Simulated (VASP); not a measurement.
A run of VASP 6.6.1 is set up as follows.

INCAR

```
ALGO = Fast
EDIFF = 1E-6
ENCUT = 520
GGA = PS
ISIF = 2
ISMEAR = -1
ISPIN = 2
LASPH = T
LCHARG = T
LELF = T
LMAXMIX = 4
LORBIT = 11
LREAL = F
LVHAR = T
LWAVE = F
MAGMOM = 1 1 1 0
NBANDS = 29
NELM = 150
PREC = Accurate
SIGMA = 0.05
```

The input KPOINTS:

```
k-points
0
Gamma
  8 8 8
```

File POSCAR:

```
SiNi3
1.0
    3.5886106083      0.0000000000      0.0000000000
    0.0000000000      3.5886106083      0.0000000000
    0.0000000000      0.0000000000      3.5886106083
Ni Si
3 1
Direct
    0.5000000000      0.5000000000      0.0000000000
    0.5000000000      0.0000000000      0.5000000000
    0.0000000000      0.5000000000      0.5000000000
    0.0000000000      0.0000000000      0.0000000000
```

Potentials or basis: VASP PAW PBE potentials, release 64 (Ni, Si).

Launch:

```console
$ cat potpaw_PBE.64/Ni/POTCAR potpaw_PBE.64/Si/POTCAR > POTCAR
$ mpirun -np 1 vasp_std > vasp.out
```

Question: What does it give for the net moment?

Answer: 0.00 μB per cell.

Question: What does it give for the band gap on the k mesh?

Answer: Zero (filled and empty bands overlap).
